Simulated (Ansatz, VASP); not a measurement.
**Two plane-wave programs on TaN**

```xyz
2
Lattice="0.0000 2.1738 2.1738 2.1738 0.0000 2.1738 2.1738 2.1738 0.0000" Properties=species:S:1:pos:R:3 pbc="T T T"
Ta    2.1738    2.1738    2.1738
N     0.0000    0.0000    0.0000
```

Alike in both runs: task single point; functional LDA; k mesh 18 × 18 × 18; occupations gaussian, width 0.15 eV; no spin polarisation.

|  | VASP | Ansatz |
| --- | --- | --- |
| version | VASP 6.6.1 | Ansatz 0.2.0 |
| potentials or method | VASP PAW LDA potentials, release 64 (Ta_sv_GW, N), cutoff 700 eV | scalar-relativistic, plane waves, PAW |
| valence electrons in the cell | 18 | 18 |

VASP gave:

```
gap on the k mesh at the Fermi level (eV) : none
pressure (GPa)                            : 1.3
```

Q: Estimate Ansatz's values.

A: gap on the k mesh at the Fermi level (eV): none; pressure (GPa): -0.1.

Ansatz warns that its potentials were made for another functional, while VASP's fit it. LDA's correlation is that of Perdew and Zunger in VASP and of Perdew and Wang (1992) in Ansatz. A gap of «none» marks a metal or a gap that the smearing closes.

Neither program's run includes spin-orbit coupling.
